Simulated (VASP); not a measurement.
Here is a VASP 6.6.1 calculation.

INCAR

```
PREC = Accurate
ENCUT = 520
EDIFF = 1E-8
ISMEAR = 0
SIGMA = 0.01
LREAL = F
LASPH = T
NELM = 80
ALGO = Normal
ISIF = 2
LWAVE = F
LCHARG = F
GGA = PS
NBANDS = 11
IBRION = 8
NSW = 1
LEPSILON = T
```

The input KPOINTS:

```
Automatic mesh
0
Gamma
  10 10 10
```

The input POSCAR:

```
BAs
1.0
    0.0000000000      2.3434970223      2.3434970223
    2.3434970223      0.0000000000      2.3434970223
    2.3434970223      2.3434970223      0.0000000000
B As
1 1
Direct
    0.0000000000      0.0000000000      0.0000000000
    0.7500000000      0.7500000000      0.7500000000
```

Potentials or basis: VASP PAW PBE potentials, release 64 (B, As).

Run with:

```sh
$ cat potpaw_PBE.64/B/POTCAR potpaw_PBE.64/As/POTCAR > POTCAR
$ mpirun -np 1 vasp_std > vasp.out
```

**Question.** What does it give for the electronic dielectric tensor (diagonal)?

**Answer.** 9.78.

**Question.** Predict the Born charges (mean of the diagonal).

**Answer.** B -0.67; As +0.67 e.

**Question.** What does it give for the highest phonon frequency at Γ, LO-TO splitting left out?

**Answer.** 733 cm⁻¹.

Born effective charge tensors (e):
atom 1, B
```
-0.67  0.00  0.00
 0.00 -0.67  0.00
 0.00  0.00 -0.67
```
atom 2, As
```
0.67 0.00 0.00
0.00 0.67 0.00
0.00 0.00 0.67
```

Caveat: the cell wasn't relaxed at this level first, which shifts response properties.
